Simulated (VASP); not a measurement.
Input of a VASP 6.6.1 run:

INCAR

```
SYSTEM = ZnPt3S4
PREC = Accurate ; ENCUT = 520
EDIFF = 1E-6 ; ISMEAR = -1
SIGMA = 0.03 ; LREAL = .False.
LASPH = .True. ; NELM = 100
ALGO = Normal ; ISIF = 2
LWAVE = .False. ; LCHARG = .True.
GGA = PS ; LELF = .True.
LVHAR = .True. ; NBANDS = 43
```

The input KPOINTS:

```
Automatic mesh
0
Gamma
  4 4 4
  0 0 0
```

The input POSCAR:

```
ZnPt3S4
1.0
    4.9867963552      0.0000000000      0.0000000000
    0.0000000000      4.9867963552      0.0000000000
    0.0000000000      0.0000000000      4.9867963552
Zn Pt S
1 3 4
Direct
    0.5000000000      0.5000000000      0.5000000000
    0.5000000000      0.0000000000      0.0000000000
    0.0000000000      0.5000000000      0.0000000000
    0.0000000000      0.0000000000      0.5000000000
    0.0000000000      0.5000000000      0.5000000000
    0.5000000000      0.0000000000      0.5000000000
    0.5000000000      0.5000000000      0.0000000000
    0.0000000000      0.0000000000      0.0000000000
```

Potentials or basis: VASP PAW PBE potentials, release 64 (Zn, Pt, S).

Launch:

```sh
$ cat potpaw_PBE.64/Zn/POTCAR potpaw_PBE.64/Pt/POTCAR potpaw_PBE.64/S/POTCAR > POTCAR
$ mpirun -np 1 vasp_std > vasp.out
```

(1) What does it give for the pressure?

(2) Estimate the band gap on the k mesh.

Answers

(1) 0.1 GPa.

(2) zero (bands 33 and 34 overlap by 4.69 eV).

Caveat: the PAW data sets were made with another functional, which shifts forces and pressure a little; spin-orbit coupling is left out, which moves the levels of the heavy elements.
